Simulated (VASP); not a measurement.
Runs of VASP 6.6.1 on Y2TaN3. The structure is that of space group P6/mmm (No. 191), or close to it. The cells are those of the table. The cell was generated, and may not be a known phase.

| task | spin | cell | k mesh | cutoff (eV) | gap on the mesh (eV) | pressure (GPa) | moment (μB) | relaxed volume (Å³/atom) |
| --- | --- | --- | --- | --- | --- | --- | --- | --- |
| single point | collinear | a = 5.398, b = 5.398, c = 3.815 Å, angles 90.0, 90.0, 120.0°, 6 atoms | 6 × 6 × 4 | 520 | none | -5.9 | (a) | - |
| single point | collinear | a = 6.013, b = 6.013, c = 3.098 Å, angles 90.0, 90.0, 120.0°, 6 atoms | 3 × 3 × 6 | 520 | none | -0.3 | 0.00 | - |
| relaxation of cell and atoms | off | relaxed from a = 5.987, b = 5.987, c = 3.130 Å, angles 90.0, 90.0, 120.0°, 6 atoms | 3 × 3 × 6 | 600 | none | 0.0 | - | 16.11 |
| single point | off | a = 6.013, b = 6.013, c = 3.098 Å, angles 90.0, 90.0, 120.0°, 6 atoms | 3 × 3 × 6 | 520 | none | -0.3 | - | - |
| single point | collinear, ferrimagnetic start | a = 6.016, b = 6.016, c = 3.117 Å, angles 90.0, 90.0, 120.0°, 6 atoms | 6 × 6 × 12 | 600 | none | -1.3 | 0.00 | - |
| single point | off | a = 5.398, b = 5.398, c = 3.815 Å, angles 90.0, 90.0, 120.0°, 6 atoms | 6 × 6 × 4 | 520 | none | -5.9 | - | - |
| single point | off | a = 5.987, b = 5.987, c = 3.130 Å, angles 90.0, 90.0, 120.0°, 6 atoms | 6 × 6 × 4 | 520 | none | -0.2 | - | - |
| relaxation of cell and atoms | off | relaxed from a = 5.398, b = 5.398, c = 3.815 Å, angles 90.0, 90.0, 120.0°, 6 atoms | 6 × 6 × 4 | 600 | none | 0.1 | - | (b) |

Alike in all rows: level PBE; potentials or basis VASP PAW PBE potentials, release 64 (Y_sv, Ta_pv, N); smearing gaussian 0.1 eV.

Q: Fill in the values left out.

A: (a) 0.03; (b) 16.14.

Caveats: some runs use coarse meshes; spin-orbit coupling is left out, which moves the levels of the heavy elements; a cell axis changed by over 15 % at a fixed basis, so the end point is rough (at least some runs).

A k mesh can miss the band edges, and the runs leave out spin-orbit coupling on Ta, Y.

A gap of «none» marks levels without a gap at the run's occupations.
